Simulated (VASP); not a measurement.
# Co (P6_3/mmc) in VASP: a series of runs, part 2 of 2

VASP 6.6.1. Earlier steps stand in the parts before.

### 3 Single point, RPBE, collinear spin, ferromagnetic start (volume scaled by 0.88)

Contents of INCAR:

```
SYSTEM = Co
PREC = Accurate ; ENCUT = 520
EDIFF = 1E-7 ; ISMEAR = -1
SIGMA = 0.05 ; LREAL = .False.
LASPH = .True. ; NELM = 150
ALGO = Normal ; ISIF = 2
LWAVE = .False. ; LCHARG = .False.
ISPIN = 2 ; MAGMOM = 1.748 1.748 1.764 1.764
LORBIT = 11 ; LMAXMIX = 4
GGA = RP ; NBANDS = 30
```

Contents of KPOINTS:

```
Automatic mesh
0
Gamma
  16 16 5
  0 0 0
```

Contents of POSCAR:

```
Co
1.0
    2.4134665563      0.0000000000      0.0000000000
   -1.2067332782      2.0901233490      0.0000000000
    0.0000000000      0.0000000000      7.8307875567
Co
4
Direct
    0.0000000000      0.0000000000      0.0000000000
    0.0000000000      0.0000000000      0.5000000000
    0.3333333333      0.6666666667      0.2500000000
    0.6666666667      0.3333333333      0.7500000000
```

Potentials or basis: VASP PAW PBE potentials, release 64 (Co).

Started as:

```console
$ cat potpaw_PBE.64/Co/POTCAR > POTCAR
$ mpirun -np 1 vasp_std > vasp.out
```

OUTCAR:

```text
SYSTEM = Co
   PREC = Accurate
   ENCUT = 520
   EDIFF = 1E-7
   ISMEAR = -1
   LREAL = .False.
   LASPH = .True.
   NELM = 150
   ISIF = 2
   ISPIN = 2
   LORBIT = 11
   GGA = RP

 ion  position               nearest neighbor table
   1  0.000  0.000  0.000-   3 2.40   4 2.40   4 2.40   3 2.40   4 2.40   3 2.40
   2  0.000  0.000  0.500-   3 2.40   4 2.40   4 2.40   3 2.40   4 2.40   3 2.40
   3  0.333  0.667  0.250-   1 2.40   2 2.40   1 2.40   2 2.40   1 2.40   2 2.40
   4  0.667  0.333  0.750-   1 2.40   2 2.40   1 2.40   2 2.40   1 2.40   2 2.40

  LATTYP: Found a hexagonal cell.
 ALAT       =     2.4134665563
 C/A-ratio  =     3.2446223612

  Lattice vectors:

 A1 = (   2.4134665563,   0.0000000000,   0.0000000000)
 A2 = (  -1.2067332782,   2.0901233490,   0.0000000000)
 A3 = (   0.0000000000,   0.0000000000,   7.8307875567)

Analysis of symmetry for initial positions (statically):
=====================================================================
 Subroutine PRICEL returns:
 Original cell was already a primitive cell.

 Routine SETGRP: Setting up the symmetry group for a
 hexagonal supercell.
[... 1791 lines left out ...]
  --------------------------------------------------------------------------------------
  -------------------------------------------------------------------------------------
  Total        7.7335858      7.7335858      7.7987645     -0.0000000     -0.0000000      0.0000000
  in kB      313.6699025    313.6699025    316.3135109     -0.0000000     -0.0000000      0.0000000
  external PRESSURE =     314.5511053 kB  Pullay stress =       0.0000000 kB

 VOLUME and BASIS-vectors are now :
 -----------------------------------------------------------------------------
  energy-cutoff  :      520.00
  volume of cell :       39.50
      direct lattice vectors                 reciprocal lattice vectors
     2.413466556  0.000000000  0.000000000     0.414341768  0.239220331  0.000000000
    -1.206733278  2.090123349  0.000000000     0.000000000  0.478440663  0.000000000
     0.000000000  0.000000000  7.830787557     0.000000000  0.000000000  0.127701076

 POSITION                                       TOTAL-FORCE (eV/Angst)
 -----------------------------------------------------------------------------------
      0.00000      0.00000      0.00000        -0.000000      0.000000      0.000000
      0.00000      0.00000      3.91539        -0.000000      0.000000      0.000000
     -0.00000      1.39342      1.95770        -0.000000      0.000000      0.000000
      1.20673      0.69671      5.87309         0.000000      0.000000     -0.000000
 -----------------------------------------------------------------------------------
    total drift:                                0.000000     -0.000000      0.000000

  FREE ENERGIE OF THE ION-ELECTRON SYSTEM (eV)
  ---------------------------------------------------
  free  energy   TOTEN  =       -25.6101749073 eV

  energy  without entropy=      -25.5820183940  energy(sigma->0) =      -25.59609665

 total charge

# of ion       s       p       d       tot
------------------------------------------
    1        0.535   0.611   7.333   8.479
    2        0.535   0.611   7.333   8.479
    3        0.534   0.614   7.325   8.474
    4        0.534   0.614   7.325   8.474
--------------------------------------------------
tot          2.139   2.450  29.317  33.905

 magnetization (x)

# of ion       s       p       d       tot
------------------------------------------
    1       -0.016  -0.057   1.631   1.557
    2       -0.016  -0.057   1.631   1.557
    3       -0.016  -0.058   1.651   1.577
    4       -0.016  -0.058   1.651   1.577
--------------------------------------------------
tot         -0.064  -0.230   6.563   6.269
```

OSZICAR:

```text
N       E                     dE             d eps       ncg     rms          rms(c)
DAV:   1     0.241484547055E+03    0.24148E+03   -0.15209E+04 11120   0.163E+03
DAV:   2    -0.141182276941E+02   -0.25560E+03   -0.23765E+03 10812   0.312E+02
DAV:   3    -0.289879921783E+02   -0.14870E+02   -0.14083E+02 11934   0.101E+02
DAV:   4    -0.292680223914E+02   -0.28003E+00   -0.27957E+00 13254   0.137E+01
DAV:   5    -0.292793554469E+02   -0.11333E-01   -0.11332E-01 14960   0.217E+00    0.227E+01
DAV:   6    -0.260469783796E+02    0.32324E+01   -0.19922E+01 12104   0.676E+01    0.911E+00
DAV:   7    -0.264184519835E+02   -0.37147E+00   -0.51827E+00 12978   0.432E+01    0.143E+01
DAV:   8    -0.259898917920E+02    0.42856E+00   -0.49889E+00 12770   0.469E+01    0.958E+00
DAV:   9    -0.256339037060E+02    0.35599E+00   -0.11098E+00 14648   0.205E+01    0.275E+00
DAV:  10    -0.256065891785E+02    0.27315E-01   -0.10694E-01 12856   0.392E+00    0.765E-01
DAV:  11    -0.256093223826E+02   -0.27332E-02   -0.97952E-03 13292   0.102E+00    0.386E-01
DAV:  12    -0.256101103785E+02   -0.78800E-03   -0.17430E-03 15212   0.451E-01    0.144E-01
DAV:  13    -0.256101686470E+02   -0.58269E-04   -0.36207E-04 15968   0.218E-01    0.676E-02
DAV:  14    -0.256101709297E+02   -0.22826E-05   -0.13961E-04 12624   0.227E-01    0.374E-02
DAV:  15    -0.256101750212E+02   -0.40916E-05   -0.83381E-06 12392   0.281E-02    0.229E-02
DAV:  16    -0.256101751921E+02   -0.17093E-06   -0.31139E-06 14594   0.351E-02    0.689E-03
DAV:  17    -0.256101748269E+02    0.36525E-06   -0.93498E-07 12564   0.160E-02    0.155E-03
DAV:  18    -0.256101749073E+02   -0.80385E-07   -0.15061E-07  6778   0.325E-03
   1 F= -.25610175E+02 E0= -.25596097E+02  d E =-.281565E-01  mag=     6.2588
```

stdout:

```text
POSCAR found type information on POSCAR Co
 POSCAR found :  1 types and       4 ions
 scaLAPACK will be used
 -----------------------------------------------------------------------------
|                                                                             |
|                                                                             |
|     You enforced a specific xc type in the INCAR file but a different       |
|     I HOPE YOU KNOW WHAT YOU ARE DOING!                                     |
|                                                                             |
 -----------------------------------------------------------------------------

 LDA part: xc-table for (Slater+PW92), standard interpolation
 POSCAR, INCAR and KPOINTS ok, starting setup
 FFT: planning ... GRIDC
 FFT: planning ... GRID_SOFT
 FFT: planning ... GRID
 WAVECAR not read
 entering main loop
```

It took 1.9 min on 1 thread of Intel Xeon 6975P-C (Granite Rapids), shared host; peak memory 0.26 GiB.

Results:

* Free energy: -25.6102 eV
* Pressure: 31.5 GPa
* Net moment: 6.26 μB per cell
* Site moments: Co +1.56, +1.58 μB
* Valence electrons inside the program's atomic spheres: Co 8.48, 8.47

Stress tensor (GPa, compression positive):
```
31.37  0.00  0.00
 0.00 31.37  0.00
 0.00  0.00 31.63
```

Levels at points of the mesh, in eV from the Fermi level:
Spin up:
```
           k point  band 17  band 18  band 19  band 20  band 21  band 22  band 23  band 24  band 25  band 26
(0.00, 0.00, 0.00)    -1.87    -1.50    -1.50    -1.13    -1.13    -0.68    -0.68    -0.22     7.15    16.00
(0.50, 0.00, 0.00)    -0.54    -0.44    -0.41    -0.38     0.29     1.49     2.81     3.48     7.79     7.81
```
Spin down:
| k point | band 10 | band 11 | band 12 | band 13 | band 14 | band 15 | band 16 | band 17 | band 18 | band 19 |
| --- | --- | --- | --- | --- | --- | --- | --- | --- | --- | --- |
| (0.00, 0.00, 0.00) | -1.33 | -1.26 | -1.00 | -1.00 | -0.94 | -0.94 | -0.29 | 0.00 | 0.00 | 0.40 |
| (0.50, 0.00, 0.00) | -1.36 | -0.91 | -0.17 | -0.13 | 0.50 | 1.27 | 1.32 | 1.34 | 1.34 | 1.44 |

Caveat: the PAW data sets were made with another functional, which shifts forces and pressure a little.

### 4 Single point, RPBE, collinear spin, ferromagnetic start (volume scaled by 0.92)

Contents of INCAR:

```
  PREC = Accurate
  ENCUT = 520
  EDIFF = 1E-6
  ISMEAR = -1
  SIGMA = 0.05
  LREAL = False
  LASPH = True
  NELM = 150
  ALGO = Normal
  ISIF = 2
  LWAVE = False
  LCHARG = False
  ISPIN = 2
  MAGMOM = 1.748 1.748 1.764 1.764
  LORBIT = 11
  LMAXMIX = 4
  GGA = RP
  NBANDS = 30
```

Contents of KPOINTS:

```
regular mesh
0
Gamma
  16 16 5
```

Contents of POSCAR:

```
Co
1.0
    2.4494937567      0.0000000000      0.0000000000
   -1.2247468784      2.1213238197      0.0000000000
    0.0000000000      0.0000000000      7.9476822167
Co
4
Direct
    0.0000000000      0.0000000000      0.0000000000
    0.0000000000      0.0000000000      0.5000000000
    0.3333333333      0.6666666667      0.2500000000
    0.6666666667      0.3333333333      0.7500000000
```

Started as:

```console
$ cat potpaw_PBE.64/Co/POTCAR > POTCAR
$ mpirun -np 1 vasp_std > vasp.out
```

Run time: 98 s. Hardware: 1 thread of Intel Xeon 6975P-C (Granite Rapids), shared host; peak memory 0.27 GiB.

It converged, with:

| Quantity | Value |
| --- | --- |
| Free energy | -25.8835 eV |
| Pressure | 17.9 GPa |
| Net moment | 6.35 μB per cell |
| Site moments | Co +1.59, +1.61 μB |
| Valence electrons inside the program's atomic spheres | Co 8.38, 8.37 |

Stress tensor (GPa, compression positive):
```
17.86  0.00  0.00
 0.00 17.86  0.00
 0.00  0.00 18.13
```

Levels at points of the mesh, in eV from the Fermi level:
Spin up:
| k point | band 18 | band 19 | band 20 | band 21 | band 22 | band 23 | band 24 | band 25 |
| --- | --- | --- | --- | --- | --- | --- | --- | --- |
| (0.00, 0.00, 0.00) | -1.53 | -1.53 | -1.19 | -1.19 | -0.76 | -0.76 | -0.20 | 6.71 |
| (0.50, 0.00, 0.00) | -0.54 | -0.51 | -0.48 | 0.27 | 1.43 | 2.61 | 3.27 | 7.36 |
Spin down:
```csv
k point,band 12,band 13,band 14,band 15,band 16,band 17
"(0.00, 0.00, 0.00)",-0.92,-0.92,-0.87,-0.87,-0.29,0.03
"(0.50, 0.00, 0.00)",-0.14,-0.10,0.47,1.21,1.26,1.27
```

Caveat: the PAW data sets were made with another functional, which shifts forces and pressure a little.

### 5 Single point, RPBE, collinear spin, ferromagnetic start (volume scaled by 1.04)

Contents of INCAR:

```
SYSTEM = Co
ALGO     = Normal         ! electronic algorithm
EDIFF    = 1E-6           ! SCF threshold, eV
ENCUT    = 520            ! plane-wave cutoff, eV
GGA      = RP             ! functional
ISIF     = 2              ! what is computed and relaxed
ISMEAR   = -1             ! smearing method
ISPIN    = 2              ! spin polarisation
LASPH    = .True.         ! aspherical terms in the spheres
LCHARG   = .False.        ! write CHGCAR
LMAXMIX  = 4              ! l up to which the mixer works
LORBIT   = 11             ! projections on sites
LREAL    = .False.        ! projectors in reciprocal space
LWAVE    = .False.        ! write WAVECAR
MAGMOM   = 1.748 1.748 1.764 1.764 ! initial moments
NBANDS   = 30             ! bands
NELM     = 150            ! most SCF steps
PREC     = Accurate       ! precision mode
SIGMA    = 0.05           ! smearing width, eV
```

Contents of KPOINTS:

```
k-points
0
Gamma
  16 16 5
  0 0 0
```

Contents of POSCAR:

```
Co
1.0
    2.5516719577      0.0000000000      0.0000000000
   -1.2758359789      2.2098127375      0.0000000000
    0.0000000000      0.0000000000      8.2792118924
Co
4
Direct
    0.0000000000      0.0000000000      0.0000000000
    0.0000000000      0.0000000000      0.5000000000
    0.3333333333      0.6666666667      0.2500000000
    0.6666666667      0.3333333333      0.7500000000
```

Started as:

```console
$ cat potpaw_PBE.64/Co/POTCAR > POTCAR
$ mpirun -np 1 vasp_std > vasp.out
```

Wall time 2.9 min (1 thread of Intel Xeon Platinum 8488C (Sapphire Rapids), shared host); peak memory 0.29 GiB.

It converged, with:

| Quantity | Value |
| --- | --- |
| Free energy | -26.0088 eV |
| Pressure | -7.3 GPa |
| Net moment | 6.79 μB per cell |
| Site moments | Co +1.73, +1.74 μB |
| Valence electrons inside the program's atomic spheres | Co 8.14 |

Stress tensor (GPa, compression positive):
```
-7.18  0.00  0.00
 0.00 -7.18  0.00
 0.00  0.00 -7.59
```

Levels at points of the mesh, in eV from the Fermi level:
Spin up:
```tsv
k point	band 18	band 19	band 20	band 21	band 22	band 23	band 24	band 25	band 26	band 27
(0.00, 0.00, 0.00)	-1.64	-1.64	-1.35	-1.35	-1.00	-1.00	-0.13	5.61	14.06	14.06
(0.50, 0.00, 0.00)	-0.81	-0.78	-0.76	0.24	1.30	2.12	2.74	6.27	6.29	9.78
```
Spin down:
```
           k point  band 10  band 11  band 12  band 13  band 14  band 15  band 16  band 17  band 18  band 19
(0.00, 0.00, 0.00)    -0.97    -0.94    -0.71    -0.71    -0.69    -0.69    -0.27     0.10     0.10     0.40
(0.50, 0.00, 0.00)    -0.99    -0.67    -0.06    -0.02     0.43     1.08     1.12     1.13     1.13     1.18
```

Caveat: the PAW data sets were made with another functional, which shifts forces and pressure a little.

### 6 The runs side by side

```csv
spin,cell,k mesh,gap on the mesh (eV),pressure (GPa),moment (μB)
"collinear, antiferromagnetic start","a = 2.519, b = 2.519, c = 8.172 Å, angles 90.0, 90.0, 120.0°, 4 atoms",14 × 14 × 4,none,-5.3,0.37
"collinear, ferromagnetic start","a = 2.413, b = 2.413, c = 7.831 Å, angles 90.0, 90.0, 120.0°, 4 atoms",16 × 16 × 5,none,31.5,6.26
"collinear, ferromagnetic start","a = 2.449, b = 2.449, c = 7.948 Å, angles 90.0, 90.0, 120.0°, 4 atoms",16 × 16 × 5,none,17.9,6.35
"collinear, ferromagnetic start","a = 2.552, b = 2.552, c = 8.279 Å, angles 90.0, 90.0, 120.0°, 4 atoms",16 × 16 × 5,none,-7.3,6.79
```

Alike in all rows: task single point; level RPBE; potentials or basis VASP PAW PBE potentials, release 64 (Co); cutoff (eV) 520; smearing fermi-dirac 0.05 eV.

Caveats: the PAW data sets were made with another functional, which shifts forces and pressure a little.

Absolute energies hang on the potentials; compare differences alone.
